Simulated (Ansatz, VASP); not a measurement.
**Two plane-wave programs on Bi**

File INCAR:

```
PREC = Accurate
ENCUT = 520
EDIFF = 1E-7
ISMEAR = -1
SIGMA = 0.1
LREAL = F
LASPH = T
NELM = 100
ALGO = Normal
ISIF = 2
LWAVE = F
LCHARG = T
GGA = RE
LELF = T
LVHAR = T
NBANDS = 22
```

Contents of KPOINTS:

```
Automatic mesh
0
Gamma
  14 14 14
```

POSCAR

```
Bi
1.0
    2.3606965419      1.3629487839      4.2721566761
   -2.3606965419      1.3629487839      4.2721566761
    0.0000000000     -2.7258975678      4.2721566760
Bi
2
Direct
    0.2318384145      0.2318384145      0.2318384145
    0.7681615855      0.7681615855      0.7681615855
```

Input for Ansatz:

```yaml
crystal:
  lattice:
    - [2.3606965419, 1.3629487839, 4.2721566761]
    - [-2.3606965419, 1.3629487839, 4.2721566761]
    - [0.0, -2.7258975678, 4.272156676]
  atoms:
    - { symbol: Bi, position: [0.2318384145, 0.2318384145, 0.2318384145] }
    - { symbol: Bi, position: [0.7681615855, 0.7681615855, 0.7681615855] }
hamiltonian:
  xc: revpbe
  pseudopotentials:
    kind: paw
    azcp:
      Bi: "pseudopotentials/Bi.paw.azcp"
basis:
  ecutwfc: 420
  fft_grid_basis: typed
kpoints:
  mp_grid: { grid: [14, 14, 14], shift: [0, 0, 0] }
magnetization:
  spin_polarized: false
scf:
  occupations: { method: fermi_dirac, width: 0.1 }
output:
  stress: true
```

Alike in both runs: task single point; functional revPBE; k mesh 14 × 14 × 14; occupations fermi-dirac, width 0.1 eV; no spin polarisation.

|  | VASP | Ansatz |
| --- | --- | --- |
| version | VASP 6.6.1 | Ansatz 0.2.0 |
| potentials or method | VASP PAW PBE potentials, release 64 (Bi_d), cutoff 520 eV | plane waves (420 eV) with PAW, scalar-relativistic |
| valence electrons in the cell | 30 | 30 |

|  | VASP | Ansatz | Ansatz less VASP |
| --- | --- | --- | --- |
| pressure (GPa) | -2.5 | -2.4 | +0.05 |
| traceless stress, the component that is largest in VASP (GPa) | 0.40 | 0.40 | 0.000 |

VASP's potentials were made for PBE, not for revPBE.

Neither program's run includes spin-orbit coupling.
